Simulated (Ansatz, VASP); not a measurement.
**TePb in VASP and in Ansatz**

POSCAR

```
TePb
1.0
    0.0000000000      3.2270000000      3.2270000000
    3.2270000000      0.0000000000      3.2270000000
    3.2270000000      3.2270000000      0.0000000000
Te Pb
1 1
Direct
    0.5000000000      0.5000000000      0.5000000000
    0.0000000000      0.0000000000      0.0000000000
```

File INCAR.step1:

```
SYSTEM = TePb
ALGO = Normal
EDIFF = 1E-4
ENCUT = 520
GGA = PE
ISMEAR = 0
LASPH = .True.
LCHARG = .False.
LREAL = .False.
LWAVE = .True.
NBANDS = 17
NELM = 100
PREC = Accurate
SIGMA = 0.05
```

Contents of INCAR.step2:

```
SYSTEM = TePb
ALGO = Normal
EDIFF = 1E-6
ENCUT = 520
ISIF = 2
ISMEAR = 0
ISTART = 1
LASPH = .True.
LCHARG = .True.
LELF = .True.
LMIXTAU = .True.
LREAL = .False.
LVHAR = .True.
LWAVE = .False.
METAGGA = R2SCAN
NBANDS = 17
NELM = 100
PREC = Accurate
SIGMA = 0.05
```

The input KPOINTS:

```
k-points
0
Gamma
  8 8 8
  0 0 0
```

Input for Ansatz:

```yaml
crystal:
  lattice:
    - [0.0, 3.227, 3.227]
    - [3.227, 0.0, 3.227]
    - [3.227, 3.227, 0.0]
  atoms:
    - { symbol: Te, position: [0.5, 0.5, 0.5] }
    - { symbol: Pb, position: [0.0, 0.0, 0.0] }
basis:
  ecutwfc: 500
kpoints:
  mp_grid: { grid: [8, 8, 8] }
hamiltonian:
  xc: r2scan
scf:
  occupations: { method: gaussian, width: 0.05 }
output:
  forces: true
  stress: true
  eigenvalues: true
```

Alike in both runs: task single point; functional r2SCAN; k mesh 8 × 8 × 8; occupations gaussian, width 0.05 eV; no spin polarisation.

```csv
,VASP,Ansatz
version,VASP 6.6.1,Ansatz 0.2.0
potentials or method,"VASP PAW PBE potentials, release 64 (Te, Pb_d), cutoff 520 eV","scalar-relativistic, plane waves, PAW"
valence electrons in the cell,20,30
```

```tsv
	VASP	Ansatz	Ansatz less VASP
gap on the k mesh at the Fermi level (eV)	1.01	1.01	-0.004
least direct gap on the mesh (eV)	1.01	1.01	-0.004
pressure (GPa)	1.7	1.7	0.00
```

VASP's potentials were made for PBE, not for r2SCAN. VASP's potentials hold 20 valence electrons a cell and Ansatz's 30, so a difference there can come from the potentials and not from the codes.

Spin-orbit coupling is off throughout.
